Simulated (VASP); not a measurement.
Write the native input for VASP 6.6.1 that does the following.

```
Task                   : single point
Functional             : PBEsol
Potentials or basis    : VASP PAW PBE potentials, release 64 (Au)
Cutoff                 : 520 eV
k mesh                 : 22 × 22 × 22
Occupations            : gaussian, width 0.15 eV
Spin                   : no spin polarisation
Dipole correction      : no
Further INCAR settings : ALGO = Normal; EDIFF = 1e-06; NBANDS = 12
```

The structure of Au lies in POSCAR:

```
Au
1.0
   -0.8590561692      1.7181123384      1.7181123384
    1.7181123384     -0.8590561692      1.7181123384
    1.7181123384      1.7181123384     -0.8590561692
Au
1
Direct
    0.0000000000      0.0000000000      0.0000000000
```

This cell differs from its parent crystal: ratio of the length along [111] to the lengths across it x 0.5, volume and fractional coordinates fixed.

The input as run:

INCAR

```
SYSTEM = Au
PREC = Accurate
ENCUT = 520
EDIFF = 1E-6
ISMEAR = 0
SIGMA = 0.15
LREAL = .FALSE.
LASPH = .TRUE.
NELM = 100
ALGO = Normal
ISIF = 2
LWAVE = .FALSE.
LCHARG = .FALSE.
GGA = PS
NBANDS = 12
```

KPOINTS

```
regular mesh
0
G
  22 22 22
  0 0 0
```

Potentials or basis: VASP PAW PBE potentials, release 64 (Au).

The run is started by

```sh
$ cat potpaw_PBE.64/Au/POTCAR > POTCAR
$ mpirun -np 1 vasp_std > vasp.out
```

Results of the run:

The pressure is 25.0 GPa.

Caveat: the PAW data sets were made with another functional, which shifts forces and pressure a little.

It took 65 s on 1 thread of AMD EPYC 7571, on a shared host, peak memory 0.15 GiB.
